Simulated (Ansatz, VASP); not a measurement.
# One calculation of Rh, two programs

File INCAR:

```
PREC = Accurate
ENCUT = 520
EDIFF = 1E-6
ISMEAR = 0
SIGMA = 0.3
LREAL = F
LASPH = T
NELM = 80
ALGO = Normal
ISIF = 2
LWAVE = F
LCHARG = F
GGA = PS
NBANDS = 38
```

KPOINTS

```
Automatic mesh
0
Gamma
  9 9 3
```

POSCAR

```
Rh
1.0
    2.6917450000      0.0000000000      0.0000000000
   -1.3458725000      2.3311195505      0.0000000000
    0.0000000000      0.0000000000      8.7980700000
Rh
4
Direct
    0.0000000000      0.0000000000      0.0000000000
    0.3333333333      0.6666666667      0.2500000000
    0.0000000000      0.0000000000      0.5000000000
    0.6666666667      0.3333333333      0.7500000000
```

Input for Ansatz:

```yaml
crystal:
  lattice:
    a: 2.691745
    b: 2.691745
    c: 8.79807
    alpha: 90.0
    beta: 90.0
    gamma: 120.0
  atoms:
    - { symbol: Rh, position: [0.0, 0.0, 0.0] }
    - { symbol: Rh, position: [0.3333333333333333, 0.6666666666666666, 0.25] }
    - { symbol: Rh, position: [0.0, 0.0, 0.5] }
    - { symbol: Rh, position: [0.6666666666666666, 0.3333333333333333, 0.75] }
basis:
  ecutwfc: 420.0
kpoints:
  mp_grid:
    grid: [9, 9, 3]
hamiltonian:
  xc: pbesol
  pseudopotentials:
    kind: paw
    azcp:
      folder: soft_1
scf:
  occupations:
    method: gaussian
    width: 0.3
output:
  stress: true
```

Alike in both runs: task single point; functional PBEsol; k mesh 9 × 9 × 3; occupations gaussian, width 0.3 eV; no spin polarisation.

|  | VASP | Ansatz |
| --- | --- | --- |
| version | VASP 6.6.1 | Ansatz 0.2.0 |
| potentials or method | VASP PAW PBE potentials, release 64 (Rh_pv), cutoff 520 eV | plane waves, PAW |
| valence electrons in the cell | 60 | 68 |

VASP gave:

| Property | Result |
| --- | --- |
| pressure (GPa) | -5.2 |
| traceless stress, the component that is largest in VASP (GPa) | -1.07 |

Q: What did Ansatz give for the same quantities?

A: Pressure (GPa): -5.1; traceless stress, the component that is largest in VASP (GPa): -1.06.

VASP's potentials were made for PBE, not for PBEsol, and Ansatz warns of the same on its side. The functional is the same, so the differences come from potentials, cutoffs and numerics. VASP's potentials hold 60 valence electrons a cell and Ansatz's 68, so a difference there can come from the potentials and not from the codes.
